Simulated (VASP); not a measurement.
# Al16SbO23 (a cell with a defect) in VASP: electric field gradients with PBE

Aim: the electric field gradients of Al16SbO23 (a cell with a defect) with PBE.

All numbers are computed with VASP 6.6.1; they aren't measurements. Logs are shortened: lines on timing, memory, paths and dates and some standing lists are left out, and cuts for length are marked.

### Step 1. The cell of the first run

The cell holds a defect, 40 atoms: a = 6.953 Å, b = 8.667 Å, c = 8.588 Å, α = 47.52°, β = 66.83°, γ = 65.64°.

### Step 2. Electric field gradients, PBE

INCAR

```
SYSTEM = Al16SbO23
ALGO = Normal
EDIFF = 1E-8
ENCUT = 520
GGA = PE
ISIF = 2
ISMEAR = -1
LASPH = .TRUE.
LCHARG = .FALSE.
LEFG = .TRUE.
LREAL = Auto
LWAVE = .FALSE.
NBANDS = 122
NELECT = 192.0
NELM = 100
PREC = Accurate
SIGMA = 0.01
```

KPOINTS

```
k-points
0
G
  3 3 3
  0 0 0
```

POSCAR

```
Al16SbO23
1.0
    0.0000000000      4.8469330000      4.9854040000
    7.0899410000      0.0000000000      4.9854040000
    7.0899410000      4.8469330000      0.0000000000
Al Sb O
16 1 23
Direct
    0.9461355000      0.0843785000      0.3060165000
    0.4461355000      0.5843785000      0.8060165000
    0.0560165000      0.4134695000      0.1961355000
    0.5560165000      0.9134695000      0.6961355000
    0.3343785000      0.1961355000      0.9134695000
    0.8343785000      0.6961355000      0.4134695000
    0.1634695000      0.8060165000      0.0843785000
    0.6634695000      0.3060165000      0.5843785000
    0.5538645000      0.4156215000      0.1939835000
    0.0538645000      0.9156215000      0.6939835000
    0.4439835000      0.0865305000      0.3038645000
    0.9439835000      0.5865305000      0.8038645000
    0.1656215000      0.3038645000      0.5865305000
    0.6656215000      0.8038645000      0.0865305000
    0.3365305000      0.6939835000      0.4156215000
    0.8365305000      0.1939835000      0.9156215000
    0.7774975000      0.3244785000      0.3295235000
    0.2774975000      0.8244785000      0.8295235000
    0.0795235000      0.3185005000      0.0274975000
    0.5795235000      0.8185005000      0.5274975000
    0.0744785000      0.5274975000      0.3185005000
    0.5744785000      0.0274975000      0.8185005000
    0.5685005000      0.3295235000      0.8244785000
    0.0685005000      0.8295235000      0.3244785000
    0.7225025000      0.1755215000      0.1704765000
    0.2225025000      0.6755215000      0.6704765000
    0.4204765000      0.1814995000      0.4725025000
    0.9204765000      0.6814995000      0.9725025000
    0.4255215000      0.9725025000      0.1814995000
    0.9255215000      0.4725025000      0.6814995000
    0.9314995000      0.1704765000      0.6755215000
    0.4314995000      0.6704765000      0.1755215000
    0.1497020000      0.1002980000      0.8997020000
    0.6497020000      0.6002980000      0.3997020000
    0.3502980000      0.3997020000      0.1002980000
    0.8502980000      0.8997020000      0.6002980000
    0.8502980000      0.8997020000      0.1002980000
    0.3502980000      0.3997020000      0.6002980000
    0.1497020000      0.1002980000      0.3997020000
    0.6497020000      0.6002980000      0.8997020000
```

Potentials or basis: VASP PAW PBE potentials, release 64 (Al, Sb, O).

Run with:

```bash
cat potpaw_PBE.64/Al/POTCAR potpaw_PBE.64/Sb/POTCAR potpaw_PBE.64/O/POTCAR > POTCAR
mpirun -np 1 vasp_std > vasp.out
```

OUTCAR:

```text
SYSTEM = Al16SbO23
   EDIFF = 1E-8
   ENCUT = 520
   GGA = PE
   ISIF = 2
   ISMEAR = -1
   LASPH = .TRUE.
   LREAL = Auto
   NELECT = 192.0
   NELM = 100
   PREC = Accurate

 ion  position               nearest neighbor table
   1  0.946  0.084  0.306-  36 1.87  25 1.89  24 1.93  39 1.97  19 1.99  17 2.03   3 2.68  10 2.88
                             9 2.91  16 3.14  15 3.14   5 3.19   6 3.19   4 3.20
   2  0.446  0.584  0.806-  35 1.87  26 1.89  23 1.93  40 1.97  20 1.99  18 2.03   4 2.68   9 2.88
                            10 2.91  15 3.14  16 3.14   6 3.19   5 3.19   3 3.20
   3  0.056  0.413  0.196-  35 1.87  28 1.89  21 1.93  39 1.97  17 1.99  19 2.03   1 2.68  11 2.88
                            12 2.91  14 3.14  13 3.14   7 3.19   8 3.19   2 3.20
   4  0.556  0.913  0.696-  36 1.87  27 1.89  22 1.93  40 1.97  18 1.99  20 2.03   2 2.68  12 2.88
                            11 2.91  13 3.14  14 3.14   8 3.19   7 3.19   1 3.20  17 3.25
   5  0.334  0.196  0.913-  33 1.87  29 1.89  19 1.93  38 1.97  23 1.99  22 2.03   8 2.68  13 2.88
                            14 2.91  12 3.14  11 3.14   1 3.19   2 3.19   7 3.20
   6  0.834  0.696  0.413-  34 1.87  30 1.89  20 1.93  37 1.97  24 1.99  21 2.03   7 2.68  14 2.88
                            13 2.91  11 3.14  12 3.14   2 3.19   1 3.19   8 3.20
   7  0.163  0.806  0.084-  33 1.87  32 1.89  18 1.93  37 1.97  21 1.99  24 2.03   6 2.68  16 2.88
                            15 2.91  10 3.14   9 3.14   3 3.19   4 3.19   5 3.20
   8  0.663  0.306  0.584-  34 1.87  31 1.89  17 1.93  38 1.97  22 1.99  23 2.03   5 2.68  15 2.88
                            16 2.91   9 3.14  10 3.14   4 3.19   3 3.19   6 3.20
   9  0.554  0.416  0.194-  40 1.87  17 1.89  32 1.93  35 1.97  27 1.99  25 2.03  11 2.68   2 2.88
                             1 2.91   8 3.14   7 3.14  13 3.19  14 3.19  12 3.20
  10  0.054  0.916  0.694-  39 1.87  18 1.89  31 1.93  36 1.97  28 1.99  26 2.03  12 2.68   1 2.88
                             2 2.91   7 3.14   8 3.14  14 3.19  13 3.19  17 3.19  11 3.20
  11  0.444  0.087  0.304-  39 1.87  20 1.89  29 1.93  35 1.97  25 1.99  27 2.03   9 2.68   3 2.88
                             4 2.91   6 3.14   5 3.14  15 3.19  16 3.19  10 3.20
  12  0.944  0.587  0.804-  40 1.87  19 1.89  30 1.93  36 1.97  26 1.99  28 2.03  10 2.68   4 2.88
                             3 2.91   5 3.14   6 3.14  16 3.19  15 3.19   9 3.20  17 3.33
  13  0.166  0.304  0.587-  38 1.87  21 1.89  27 1.93  33 1.97  31 1.99  30 2.03  16 2.68   5 2.88
                             6 2.91   4 3.14   3 3.14   9 3.19  10 3.19  15 3.20
  14  0.666  0.804  0.087-  37 1.87  22 1.89  28 1.93  34 1.97  32 1.99  29 2.03  15 2.68   6 2.88
                             5 2.91  17 3.02   3 3.14   4 3.14  10 3.19   9 3.19  16 3.20
  15  0.337  0.694  0.416-  38 1.87  24 1.89  26 1.93  34 1.97  29 1.99  32 2.03  14 2.68   8 2.88
                             7 2.91   2 3.14   1 3.14  11 3.19  12 3.19  13 3.20
  16  0.837  0.194  0.916-  37 1.87  23 1.89  25 1.93  33 1.97  30 1.99  31 2.03  13 2.68   7 2.88
                             8 2.91   1 3.14   2 3.14  12 3.19  11 3.19  14 3.20
  17  0.777  0.324  0.330-   9 1.89   8 1.93   3 1.99   1 2.03  39 2.52  34 2.58  25 2.62  19 2.64
                            36 2.65  28 2.70  27 2.70  32 2.78  31 2.78  14 3.02  10 3.19   4 3.25
  18  0.277  0.824  0.830-  10 1.89   7 1.93   4 1.99   2 2.03
[... 1849 lines left out ...]
      direct lattice vectors                 reciprocal lattice vectors
     0.000000000  4.846933000  4.985404000    -0.070522449  0.103158018  0.100292775
     7.089941000  0.000000000  4.985404000     0.070522449 -0.103158018  0.100292775
     7.089941000  4.846933000  0.000000000     0.070522449  0.103158018 -0.100292775

 POSITION                                       TOTAL-FORCE (eV/Angst)
 -----------------------------------------------------------------------------------
      2.76788      6.06910      5.13753        -9.949558      3.551784     -1.814630
      9.85782      6.06910      5.13753         0.066435      0.098244      0.077795
      4.32206      1.22216      2.34058        -1.806293      4.486751     11.385957
     11.41200      6.06910      7.32598         0.078073      0.072912      0.231496
      7.86703      6.04824      2.64483        -0.085712     -0.165675      0.062656
      7.86703      6.04824      7.63023        -0.172693     -0.045542     -0.062597
[... 32 lines left out ...]
      3.54497      2.66292      1.24635        -1.422508      2.867552      0.699911
     10.63491      7.50986      6.23175        -0.466361     -1.160898      0.150800
 -----------------------------------------------------------------------------------
    total drift:                               -0.001469      0.000804      0.005605

  FREE ENERGIE OF THE ION-ELECTRON SYSTEM (eV)
  ---------------------------------------------------
  free  energy   TOTEN  =      -257.5608256206 eV

  energy  without entropy=     -257.5608256206  energy(sigma->0) =     -257.56082562

 Electric field gradients (V/A^2)
---------------------------------------------------------------------
 ion       V_xx      V_yy      V_zz      V_xy      V_xz      V_yz
---------------------------------------------------------------------
   1     -45.570    14.866    30.704    27.372   -18.398    10.707
   2       7.702    -6.307    -1.395    -8.079    -3.805     4.450
   3      33.322    20.468   -53.790    17.018    26.225   -37.011
   4       7.347    -6.747    -0.600     8.184    -3.788    -4.726
   5       4.628    -5.661     1.033    -5.519     4.168    -4.736
   6       6.957    -6.002    -0.955    -7.402     3.696    -5.938
[... 32 lines left out ...]
  39     -23.788     5.724    18.064    10.408     1.128    -2.978
  40     -24.550    12.694    11.856    -6.904     7.221     5.796
---------------------------------------------------------------------

 Electric field gradients after diagonalization (V/A^2)
 (convention: |V_zz| > |V_xx| > |V_yy|)
----------------------------------------------------------------------
 ion       V_xx      V_yy      V_zz     asymmetry (V_yy - V_xx)/ V_zz
----------------------------------------------------------------------
   1      36.499    24.452   -60.950       0.198
   2     -10.749    -2.589    13.338       0.612
   3      45.093    32.531   -77.624       0.162
   4     -11.287    -1.976    13.262       0.702
   5      -8.964    -1.622    10.586       0.694
   6     -11.115    -1.771    12.887       0.725
[... 32 lines left out ...]
  39      18.788     8.388   -27.176       0.383
  40      18.086     9.403   -27.489       0.316
----------------------------------------------------------------------

           NMR quadrupolar parameters

 Cq : quadrupolar parameter    Cq=e*Q*V_zz/h
 eta: asymmetry parameters     (V_yy - V_xx)/ V_zz
 Q  : nuclear electric quadrupole moment in mb (millibarn)
----------------------------------------------------------------------
 ion       Cq(MHz)       eta       Q (mb)
----------------------------------------------------------------------
   1      -0.147       0.198       1.000
   2       0.032       0.612       1.000
   3      -0.188       0.162       1.000
   4       0.032       0.702       1.000
   5       0.026       0.694       1.000
   6       0.031       0.725       1.000
[... 32 lines left out ...]
  39      -0.066       0.383       1.000
  40      -0.066       0.316       1.000
----------------------------------------------------------------------
```

OSZICAR:

```text
N       E                     dE             d eps       ncg     rms          rms(c)
DAV:   1     0.110167993977E+04    0.11017E+04   -0.10025E+05  3416   0.150E+03
DAV:   2    -0.213612192683E+03   -0.13153E+04   -0.12781E+04  4134   0.317E+02
DAV:   3    -0.289855885359E+03   -0.76244E+02   -0.75810E+02  4032   0.823E+01
[... 14 lines left out ...]
DAV:  18    -0.257560825691E+03    0.15250E-07   -0.98855E-08  3936   0.148E-03    0.118E-03
DAV:  19    -0.257560825674E+03    0.16376E-07   -0.57628E-08  3672   0.874E-04    0.119E-03
DAV:  20    -0.257560825636E+03    0.38090E-07   -0.49886E-09  2128   0.239E-04    0.261E-04
DAV:  21    -0.257560825621E+03    0.15481E-07   -0.90946E-10  2128   0.101E-04    0.624E-05
DAV:  22    -0.257560825621E+03    0.27467E-09   -0.12792E-10  2128   0.532E-05
   1 F= -.25756083E+03 E0= -.25756083E+03  d E =-.436077E-11
```

It took 22 min on 1 thread of AMD EPYC 9R45 (Zen 5), shared host; peak memory 0.69 GiB.

Results:

```yaml
Free_energy: -257.5608 eV
Largest_force: 17.475 eV/Å
Largest_electric_field_gradient_by_atom: Al -61.0, +13.3, -77.6, +10.6, +12.9, +13.8, -70.6, -81.7, +14.0, +12.5, +14.3, +12.6, +12.3, +12.4 (each value once); Sb +226.2; O -38.5, -30.9, -39.5, -38.4, -37.9, -39.6, -37.4, +36.3, -39.8, -52.3, -31.4, -37.6, -38.6, -46.5, +32.4, -28.2, -43.9, -28.0, -23.0, -30.1, -35.3, -27.2, -27.5 V/Å²
```

Forces in eV/Å, atoms in the order of the input:
```
Al   -9.950   3.552  -1.815
Al    0.066   0.098   0.078
Al   -1.806   4.487  11.386
Al    0.078   0.073   0.231
Al   -0.086  -0.166   0.063
Al   -0.173  -0.046  -0.063
Al   -0.041   0.236  -0.032
Al   13.309   5.500  -5.323
Al   -2.776 -16.185  -5.979
Al    0.096  -0.187  -0.038
Al    0.171   0.073   0.021
Al    0.270   0.069  -0.110
Al   -0.215  -0.069   0.067
Al   -0.383   0.000  -0.207
Al   -0.291   0.095  -0.004
Al   -0.012   0.022  -0.093
Sb    3.000   2.049   1.430
O    -0.029   0.075  -0.010
O    -2.119  -0.024   1.479
O    -0.033   0.061   0.029
O     0.664   0.407   0.843
O     0.455   0.502  -0.830
O     0.056  -0.037   0.052
O     0.095  -0.014  -0.041
O    -2.597  -1.412  -1.203
O    -0.048   0.088   0.103
O    -0.135  -0.638  -1.954
O    -0.160  -0.980   2.293
O     0.009  -0.039   0.015
O    -0.005  -0.054  -0.042
O     1.033   1.771   0.159
O     1.277  -1.911   0.005
O     0.045   0.054  -0.055
O     2.513  -0.409   0.721
O    -0.074  -0.089   0.062
O    -1.066   1.585  -1.550
O    -0.039   0.070  -0.011
O     0.788  -0.316  -0.530
O    -1.423   2.868   0.700
O    -0.466  -1.161   0.151
```

Electric field gradients, principal values (V/Å²):
```csv
atom,least,middle,greatest (by size)
1 Al,24.452,36.499,-60.950
2 Al,-2.589,-10.749,13.338
3 Al,32.531,45.093,-77.624
4 Al,-1.976,-11.287,13.262
5 Al,-1.622,-8.964,10.586
6 Al,-1.771,-11.115,12.887
7 Al,-2.221,-11.595,13.815
8 Al,29.417,41.232,-70.649
9 Al,32.911,48.765,-81.676
10 Al,-1.445,-12.554,13.999
11 Al,-1.016,-11.464,12.479
12 Al,-2.591,-11.685,14.276
13 Al,-1.704,-10.895,12.599
14 Al,-1.530,-10.798,12.328
15 Al,-1.909,-10.505,12.414
16 Al,-3.537,-8.863,12.400
17 Sb,-110.439,-115.755,226.194
18 O,14.484,24.005,-38.489
19 O,7.997,22.917,-30.914
20 O,14.576,24.879,-39.455
21 O,12.283,26.101,-38.384
22 O,8.948,28.992,-37.939
23 O,15.221,24.391,-39.612
24 O,12.984,24.422,-37.406
25 O,-0.399,-35.878,36.277
26 O,16.793,23.003,-39.795
27 O,22.927,29.375,-52.301
28 O,4.436,26.941,-31.377
29 O,14.112,23.518,-37.630
30 O,14.979,23.670,-38.649
31 O,15.469,31.044,-46.513
32 O,-0.252,-32.179,32.431
33 O,10.300,17.935,-28.235
34 O,16.682,27.182,-43.864
35 O,8.846,19.189,-28.034
36 O,0.357,22.606,-22.963
37 O,10.125,19.967,-30.092
38 O,11.031,24.240,-35.271
39 O,8.388,18.788,-27.176
40 O,9.403,18.086,-27.489
```

Caveat: the cell carries a net charge on a neutralising background, which shifts energy and pressure; without QUAD_EFG the Cq values of the log hold for a quadrupole moment of 1 mb, not for the nuclei.
